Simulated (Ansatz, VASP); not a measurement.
**MgNb2O4: VASP beside Ansatz**

```xyz
14
Lattice="10.6958 0.0000 0.0000 0.0000 2.9555 0.0000 0.0000 0.0000 5.0212" Properties=species:S:1:pos:R:3 pbc="T T T"
Mg    5.3479    0.0000    0.0000
Mg    0.0000    0.0000    0.0000
Nb    2.6739    1.4777    0.8312
Nb    2.6739    0.0000    3.2977
Nb    8.0218    0.0000    1.7235
Nb    8.0218    1.4777    4.1900
O     3.9659    0.0000    1.6032
O     1.3819    0.0000    1.6032
O     1.3143    1.4777    4.2130
O     4.0336    1.4777    4.2130
O     6.6622    1.4777    0.8082
O     9.3815    1.4777    0.8082
O     6.7298    0.0000    3.4180
O     9.3138    0.0000    3.4180
```

Alike in both runs: functional PBE; k mesh 1 × 4 × 3; occupations gaussian, width 0.15 eV; no spin polarisation.

Ansatz relaxed the structure, and its values are those at the end. VASP's run is a single point on that final structure, the one shown.

```csv
,VASP,Ansatz
version,VASP 6.6.1,Ansatz 0.2.0
potentials or method,"VASP PAW PBE potentials, release 64 (Mg, Nb_sv, O), cutoff 520 eV","scalar-relativistic, plane waves, PAW"
valence electrons in the cell,104,120
```

```csv
,VASP,Ansatz,Ansatz less VASP
gap on the k mesh at the Fermi level (eV),1.27,1.28,+0.007
least direct gap on the mesh (eV),1.38,1.38,+0.001
pressure (GPa),-0.5,-0.1,+0.39
rms of the force components (eV/Å),0.026,0.022,-0.0041
```

VASP's potentials hold 104 valence electrons a cell and Ansatz's 120, so a difference there can come from the potentials and not from the codes.

The k mesh is coarse, so the values compare programs but aren't converged.
